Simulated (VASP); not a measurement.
Set up this calculation in VASP 6.6.1, as the native input.

```yaml
Task: single point
Functional: BLYP
Potentials_or_basis: VASP PAW PBE potentials, release 64 (Cu, O)
Cutoff: 520 eV
k_mesh: 10 × 10 × 10
Occupations: fermi-dirac, width 0.05 eV
Spin: no spin polarisation
Dipole_correction: no
Further_INCAR_settings: ALGO = Normal; EDIFF = 1e-06; NBANDS = 16
```

The structure of CuO lies in POSCAR:

```
CuO
1.0
    0.0000000000      2.3578779885      2.3578779885
    2.3578779885      0.0000000000      2.3578779885
    2.3578779885      2.3578779885      0.0000000000
Cu O
1 1
Direct
    0.0000000000      0.0000000000      0.0000000000
    0.2500000000      0.2500000000      0.2500000000
```

The input as run:

INCAR

```
PREC = Accurate
ENCUT = 520
EDIFF = 1E-6
ISMEAR = -1
SIGMA = 0.05
LREAL = False
LASPH = True
NELM = 80
ALGO = Normal
ISIF = 2
LWAVE = False
LCHARG = False
GGA = B5
ALDAX = 1.0
AGGAX = 1.0
AGGAC = 1.0
ALDAC = 0.0
NBANDS = 16
```

KPOINTS

```
Automatic mesh
0
Gamma
  10 10 10
```

Potentials or basis: VASP PAW PBE potentials, release 64 (Cu, O).

Command:

```bash
$ cat potpaw_PBE.64/Cu/POTCAR potpaw_PBE.64/O/POTCAR > POTCAR
$ mpirun -np 1 vasp_std > vasp.out
```

It gave:

```json
{"Pressure": "-8.3 GPa"}
```

Caveat: the PAW data sets were made with another functional, which shifts forces and pressure a little; an odd number of electrons without spin polarisation forces a metal; a magnetic or distorted state may lie lower.

Wall time 29 s on 1 thread of AMD EPYC 9R45 96-Core Processor (Zen 5), on a shared host, peak memory 0.13 GiB.
